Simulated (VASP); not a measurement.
# NaH (P6_3mc) in VASP: relaxation of cell and atoms with PBE

Aim: the relaxation of cell and atoms of NaH with PBE.

Everything below comes from runs of VASP 6.6.1. Logs are shortened: lines on timing, memory, paths and dates and some standing lists are left out, and cuts for length are marked.

### 1 The cell of the first run

The structure is hexagonal, space group P6_3mc (No. 186). The conventional cell has a = 3.030 Å, b = 3.030 Å, c = 4.949 Å, α = 90.00°, β = 90.00°, γ = 120.00°. Within 2.5 Å of Na (site symmetry 3m) lie 4 H at 1.86 Å. H (site symmetry 3m) has 4 Na at 1.86 Å within 2.5 Å.

### 2 Relaxation of cell and atoms, PBE

File INCAR:

```
SYSTEM = NaH
PREC = Accurate ; ENCUT = 600
EDIFF = 1E-7 ; ISMEAR = -1
SIGMA = 0.02 ; LREAL = .False.
LASPH = .True. ; NELM = 100
ALGO = Normal ; ISIF = 3
LWAVE = .False. ; LCHARG = .False.
GGA = PE ; IBRION = 2
NSW = 80 ; EDIFFG = -0.005
```

File KPOINTS:

```
regular mesh
0
Gamma
  12 12 6
  0 0 0
```

File POSCAR:

```
NaH
1.0
    3.0303454105      0.0000000000      0.0000000000
   -1.5151727052      2.6243561077      0.0000000000
    0.0000000000      0.0000000000      4.9485540553
Na H
2 2
Direct
    0.3333333333      0.6666666667      0.0000000000
    0.6666666667      0.3333333333      0.5000000000
    0.3333333333      0.6666666667      0.3750000000
    0.6666666667      0.3333333333      0.8750000000
```

Potentials or basis: VASP PAW PBE potentials, release 64 (Na_pv, H).

On the command line:

```bash
cat potpaw_PBE.64/Na_pv/POTCAR potpaw_PBE.64/H/POTCAR > POTCAR
mpirun -np 1 vasp_std > vasp.out
```

OUTCAR:

```text
SYSTEM = NaH
   PREC = Accurate
   ENCUT = 600
   EDIFF = 1E-7
   ISMEAR = -1
   LREAL = .False.
   LASPH = .True.
   NELM = 100
   ISIF = 3
   GGA = PE
   IBRION = 2
   NSW = 80
   EDIFFG = -0.005

 ion  position               nearest neighbor table
   1  0.333  0.667  0.000-
   2  0.667  0.333  0.500-
   3  0.333  0.667  0.375-
   4  0.667  0.333  0.875-

  LATTYP: Found a hexagonal cell.
 ALAT       =     3.0303454105
 C/A-ratio  =     1.6330000000

  Lattice vectors:

 A1 = (   3.0303454105,   0.0000000000,   0.0000000000)
 A2 = (  -1.5151727052,   2.6243561077,   0.0000000000)
 A3 = (   0.0000000000,   0.0000000000,   4.9485540553)

Analysis of symmetry for initial positions (statically):
=====================================================================
 Subroutine PRICEL returns:
 Original cell was already a primitive cell.

 Routine SETGRP: Setting up the symmetry group for a
 hexagonal supercell.

 Subroutine GETGRP returns: Found 12 space group operations
 (whereof  6 operations were pure point group operations)
 out of a pool of 24 trial point group operations.

The static configuration has the point symmetry C_3v.
 The point group associated with its full space group is C_6v.

Analysis of symmetry for dynamics (positions and initial velocities):
=====================================================================
 Subroutine PRICEL returns:
 Original cell was already a primitive cell.

 Routine SETGRP: Setting up the symmetry group for a
 hexagonal supercell.

 Subroutine GETGRP returns: Found 12 space group operations
 (whereof  6 operations were pure point group operations)
 out of a pool of 24 trial point group operations.

The dynamic configuration has the point symmetry C_3v.
 The point group associated with its full space group is C_6v.

 Subroutine INISYM returns: Found 12 space group operations
 (whereof  6 operations are pure point group operations),
 and found     1 'primitive' translations

----------------------------------------------------------------------------------------

                                     Primitive cell

  volume of cell :      39.3544

  direct lattice vectors                    reciprocal lattice vectors
     3.030345410  0.000000000  0.000000000     0.329995385  0.190522924  0.000000000
    -1.515172705  2.624356108  0.000000000     0.000000000  0.381045849  0.000000000
     0.000000000  0.000000000  4.948554055     0.000000000  0.000000000  0.202079231

  length of vectors
     3.030345410  3.030345410  4.948554055     0.381045849  0.381045849  0.202079231

  position of ions in fractional coordinates (direct lattice)
     0.333333333  0.666666667  0.000000000
     0.666666667  0.333333333  0.500000000
     0.333333333  0.666666667  0.375000000
     0.666666667  0.333333333  0.875000000
[... 87 lines left out ...]
   POTIM  = 0.5000    time-step for ionic-motion
   TEBEG  =    0.0;   TEEND  =   0.0 temperature during run
   PSTRESS=    0.0 pullay stress
   NELECT =      16.0000    total number of electrons
   NUPDOWN=      -1.0000    fix difference up-down
   EMIN   =  10.00;   EMAX   =-10.00  energy-range for DOS
   EFERMI =   0.00;   METHOD = LEGACY
   ISMEAR =    -1;   SIGMA  =   0.02  broadening in eV -4-tet -1-fermi 0-gaus
   EFERMI_NEDOS =   21; number of points for ismear=-14 and -15
   IALGO  =     38    algorithm
   IMIX   =      4    mixing-type and parameters
     AMIX     =   0.40;   BMIX     =  1.00
     AMIX_MAG =   1.60;   BMIX_MAG =  1.00
  volume/ion in A,a.u.               =       9.84        66.39
  Fermi-wavevector in a.u.,A,eV,Ry     =   1.212785  2.291831 20.012089  1.470847
  Thomas-Fermi vector in A             =   2.348258
   LORBIT       =      0    0 simple, 1 ext, 2 COOP (PROOUT), +10 PAW based schemes
   GGA     = PE    functional components
   LHFCALC =     F    Hartree Fock is set to
   AEXX    =    0.0000 exact exchange contribution
   IVDW    =     0    specifies the selected vdW correction
   LEPSILON=     F    determine dielectric tensor
   LRPA    =     F    only Hartree local field effects (RPA)
 conjugate gradient relaxation of ions
 non-spin polarized calculation
  energy-cutoff  :      600.00
  volume of cell :       39.35
 maximum number of plane-waves:      1350
   NGX = 13   NGY = 13   NGZ = 19

--------------------------------------- Ionic step        1  -------------------------------------------

 number of electron      15.9999987 magnetization

 Free energy of the ion-electron system (eV)
  ---------------------------------------------------
  ext. energy  EPLUGINS =         0.00000000
  ---------------------------------------------------
  free energy    TOTEN  =        -8.12457663 eV

  energy without entropy =       -8.12457663  energy(sigma->0) =       -8.12457663

 E-fermi :   0.8405     XC(G=0):  -8.8874

 val. band max:        0.4275484921   @ k =   0.2500   0.2500   0.0000
 cond. band min:       4.4927463559   @ k =   0.0000   0.0000   0.0000
 fundamental gap:      4.0651978638
 Fermi energy:         0.8404560757

 k-point     1 :       0.0000    0.0000    0.0000
  band No.  band energies     occupation
      1     -21.2503      2.00000
      2     -20.9628      2.00000
      3     -20.9628      2.00000
      4     -20.9261      2.00000
      5     -20.9261      2.00000
      6     -20.9199      2.00000
      7      -4.2293      2.00000
      8      -0.6942      2.00000
      9       4.4927      0.00000
     10      12.1362      0.00000
     11      15.9926      0.00000
     12      16.7281      0.00000
[... 452 lines left out ...]
  FREE ENERGIE OF THE ION-ELECTRON SYSTEM (eV)
  ---------------------------------------------------
  free  energy   TOTEN  =        -9.9229688411 eV

  energy  without entropy=       -9.9229688411  energy(sigma->0) =       -9.92296884

[... ionic steps 4 to 16 ...]

--------------------------------------- Ionic step       17  -------------------------------------------

 number of electron      15.9999959 magnetization

------------------------ aborting loop because EDIFF is reached ----------------------------------------
[... 71 lines left out ...]
--------------------------------------- Ionic step       19  -------------------------------------------

 number of electron      15.9999961 magnetization

 Free energy of the ion-electron system (eV)
  ---------------------------------------------------
  ext. energy  EPLUGINS =         0.00000000
  ---------------------------------------------------
  free energy    TOTEN  =        -9.99675362 eV

  energy without entropy =       -9.99675362  energy(sigma->0) =       -9.99675362

 E-fermi :  -1.3696     XC(G=0):  -6.9406

 val. band max:       -1.8537569286   @ k =   0.2500   0.1667   0.0000
 cond. band min:       2.1326389177   @ k =   0.5000   0.0000   0.3333
 fundamental gap:      3.9863958463
 Fermi energy:        -1.3696497864

 k-point     1 :       0.0000    0.0000    0.0000
  band No.  band energies     occupation
      1     -23.8551      2.00000
      2     -23.7972      2.00000
      3     -23.7972      2.00000
      4     -23.7951      2.00000
      5     -23.7864      2.00000
      6     -23.7864      2.00000
      7      -4.7482      2.00000
      8      -2.2478      2.00000
      9       2.1686      0.00000
     10       6.4670      0.00000
     11       8.8347      0.00000
     12      10.0768      0.00000
[... 376 lines left out ...]
  FREE ENERGIE OF THE ION-ELECTRON SYSTEM (eV)
  ---------------------------------------------------
  free  energy   TOTEN  =        -9.9967536166 eV

  energy  without entropy=       -9.9967536166  energy(sigma->0) =       -9.99675362

 reached required accuracy - stopping structural energy minimisation
```

Run time: 4.2 min. Hardware: 1 thread of Intel Xeon Platinum 8488C (Sapphire Rapids), shared host; peak memory 0.18 GiB.

Results:

* Free energy: -9.9968 eV
* Relaxed volume: 17.18 Å³/atom
* Relaxed cell: a = 3.764 Å, b = 3.764 Å, c = 5.600 Å, α = 90.00°, β = 90.00°, γ = 120.00°
* Space group after relaxing (to 0.05 Å): P6_3mc (No. 186)
* Energy gained by relaxing: 468.0 meV/atom
* Ionic steps: 19
* Pressure after relaxing: 0.0 GPa
* Band gap on the k mesh: 3.99 eV, indirect (least direct gap 4.27 eV)

Stress tensor (GPa, compression positive):
```
 0.04  0.00  0.00
 0.00  0.04  0.00
 0.00  0.00 -0.04
```

Step by step:
```csv
step,energy change (eV),largest force (eV/Å),pressure (GPa),volume (Å³)
1,0.0000,0.0325,30.90,39.35
2,-1.3952,0.0494,10.32,51.18
3,-1.7984,0.0457,2.86,61.73
4,-1.6778,0.0264,-2.82,86.99
5,-1.8578,0.0379,-0.54,71.64
6,-1.8614,0.0398,-0.08,69.81
7,-1.8614,0.0405,0.10,69.08
8,-1.8622,0.0404,0.13,69.08
9,-1.8644,0.0407,0.13,69.07
10,-1.8675,0.0433,0.12,69.04
11,-1.8689,0.0571,0.06,68.91
12,-1.8705,0.0381,0.02,69.01
13,-1.8718,0.0074,-0.15,69.31
14,-1.8719,0.0001,-0.12,69.25
15,-1.8719,0.0011,-0.11,69.24
16,-1.8721,0.0002,-0.04,68.98
17,-1.8721,0.0014,0.04,68.69
18,-1.8721,0.0008,0.02,68.75
19,-1.8722,0.0020,0.01,68.71
```

Final structure:
```
Na H
1.0
     3.76402    0.00000    0.00000
    -1.88201    3.25974    0.00000
     0.00000    0.00000    5.59980
Na H
2 2
Direct
  0.33333 0.66667 0.98366
  0.66667 0.33333 0.48366
  0.33333 0.66667 0.39134
  0.66667 0.33333 0.89134
```

Caveat: the volume moved by over 15 % at a fixed basis, so the end points are rough. Expect the measured gap to be larger: semilocal functionals such as PBE lack the derivative discontinuity.
